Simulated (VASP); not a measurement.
Set up this calculation in VASP 6.6.1, as the native input.

* Task: single point
* Functional: PBE
* Potentials or basis: VASP PAW PBE potentials, release 64 (Li_sv, Cl)
* Cutoff: 520 eV
* k mesh: 8 × 8 × 8
* Occupations: gaussian, width 0.05 eV
* Spin: no spin polarisation
* Dipole correction: no
* Further INCAR settings: ALGO = Normal; EDIFF = 1e-07; NBANDS = 12

The structure of LiCl lies in POSCAR:

```
LiCl
1.0
    0.0000000000      2.3499878365      3.0549841874
    2.3499878365      0.0000000000      3.0549841874
    2.3499878365      2.3499878365      0.0000000000
Li Cl
1 1
Direct
    0.0000000000      0.0000000000      0.0000000000
    0.5000000000      0.5000000000      0.5000000000
```

This cell differs from its parent crystal: ratio of the length along z to the lengths across it x 1.3, volume and fractional coordinates fixed.

The input as run:

INCAR

```
SYSTEM = LiCl
PREC = Accurate
ENCUT = 520
EDIFF = 1E-7
ISMEAR = 0
SIGMA = 0.05
LREAL = .FALSE.
LASPH = .TRUE.
NELM = 80
ALGO = Normal
ISIF = 2
LWAVE = .FALSE.
LCHARG = .TRUE.
GGA = PE
LELF = .TRUE.
LVHAR = .TRUE.
NBANDS = 12
```

KPOINTS

```
Automatic mesh
0
G
  8 8 8
  0 0 0
```

Potentials or basis: VASP PAW PBE potentials, release 64 (Li_sv, Cl).

Launch:

```sh
$ cat potpaw_PBE.64/Li_sv/POTCAR potpaw_PBE.64/Cl/POTCAR > POTCAR
$ mpirun -np 1 vasp_std > vasp.out
```

It gave:

```yaml
Band_gap_on_the_k_mesh: 6.13 eV, indirect (least direct gap 6.38 eV)
```

It took 28 s on 1 thread of Intel(R) Xeon(R) Platinum 8259CL CPU @ 2.50GHz (Skylake/Cascade Lake), on a shared host, peak memory 0.16 GiB.
